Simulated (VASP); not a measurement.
# Sb: electric field gradients with PBE

Sb:

```xyz
1
Lattice="3.1913 0.0000 0.0000 0.0000 3.1913 0.0000 0.0000 0.0000 3.1913" Properties=species:S:1:pos:R:3 pbc="T T T"
Sb    0.0000    0.0000    0.0000
```

This cell differs from its parent crystal: volume scaled by 1.03.

| Property | Result |
| --- | --- |
| Program | VASP 6.6.1 |
| Task | electric field gradients |
| Functional | PBE |
| Potentials or basis | VASP PAW PBE potentials, release 64 (Sb) |
| Cutoff | 400 eV |
| k mesh | 13 × 13 × 13 |
| Occupations | fermi-dirac, width 0.05 eV |
| Spin | no spin polarisation |
| Dipole correction | no |
| Further INCAR settings | ALGO = Normal; EDIFF = 1e-08; NBANDS = 8 |

* Pressure: -3.8 GPa

Levels at points of the mesh, in eV from the Fermi level:
```
           k point  band 1  band 2  band 3  band 4  band 5  band 6  band 7
(0.00, 0.00, 0.00)  -11.81    3.00    3.00    3.00    6.79    6.79    7.70
```

Wall time 18 s on 1 thread of Intel Xeon 8259CL, with other jobs on the host, peak memory 0.14 GiB.

Caveat: without QUAD_EFG the Cq values of the log hold for a quadrupole moment of 1 mb, not for the nuclei; spin-orbit coupling is left out, which moves the levels of the heavy elements.
